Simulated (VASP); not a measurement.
# Cu: single point with PBE+U

The system is Cu.

```
Cu
1.0
     1.26341   -4.11150    0.00000
     1.26341    4.11150    0.00000
     0.00000    0.00000    2.51421
Cu
2
Direct
  0.02101 0.75294 0.25000
  0.97899 0.24706 0.75000
```

```json
{
  "Program": "VASP 6.6.1",
  "Task": "single point",
  "Functional": "PBE",
  "Potentials or basis": "VASP PAW PBE potentials, release 64 (Cu)",
  "Cutoff": "520 eV",
  "k mesh": "18 × 18 × 18",
  "Occupations": "gaussian, width 0.15 eV",
  "Spin": "no spin polarisation",
  "Hubbard terms": "Cu d U = 8.0 eV"
}
```

| Quantity | Value |
| --- | --- |
| Pressure | -2.9 GPa |
| Largest force | 0.635 eV/Å |
| Band gap on the k mesh | zero (bands 11 and 12 overlap by 8.71 eV) |

Forces on the atoms (eV/Å):
```
Cu   0.256  0.581  0.000
Cu  -0.256 -0.581  0.000
```

Stress tensor (GPa, compression positive):
```
-6.74  6.11  0.00
 6.11 -1.07  0.00
 0.00  0.00 -0.85
```

Levels at points of the mesh, in eV from the Fermi level:
```csv
k point,band 9,band 10,band 11,band 12,band 13,band 14
"(0.00, 0.00, 0.00)",-3.50,-3.43,-2.95,0.71,4.29,15.42
"(0.50, 0.00, 0.00)",-2.97,-2.96,-1.17,1.26,2.45,6.65
"(0.00, 0.50, 0.00)",-3.75,-3.50,0.13,0.15,4.11,5.06
"(0.50, 0.50, 0.00)",-3.67,-3.60,-3.46,-3.41,12.98,14.07
"(0.00, 0.00, 0.50)",-3.68,-3.68,-0.28,-0.28,8.10,8.10
"(0.50, 0.00, 0.50)",-2.87,-2.87,5.28,5.28,6.08,6.08
"(0.00, 0.50, 0.50)",-2.85,-2.85,3.82,3.82,8.26,8.26
"(0.50, 0.50, 0.50)",-3.02,-3.02,0.06,0.06,3.48,3.48
```

Eigenvalues of the final occupation matrices:
| site | spin | trace | eigenvalues |
| --- | --- | --- | --- |
| site 1 d | 1 | 4.74 | 0.94 0.94 0.95 0.96 0.96 |
| site 1 d | 2 | 4.74 | 0.94 0.94 0.95 0.96 0.96 |
| site 2 d | 1 | 4.74 | 0.94 0.94 0.95 0.96 0.96 |
| site 2 d | 2 | 4.74 | 0.94 0.94 0.95 0.96 0.96 |

Run time: 24 min on 1 thread of Oxide Virtual Turin-like Processor, with other jobs on the host, peak memory 0.65 GiB.

Caveat: U without spin polarisation on a metal has little footing; the U is typed as a test and isn't derived for this compound.
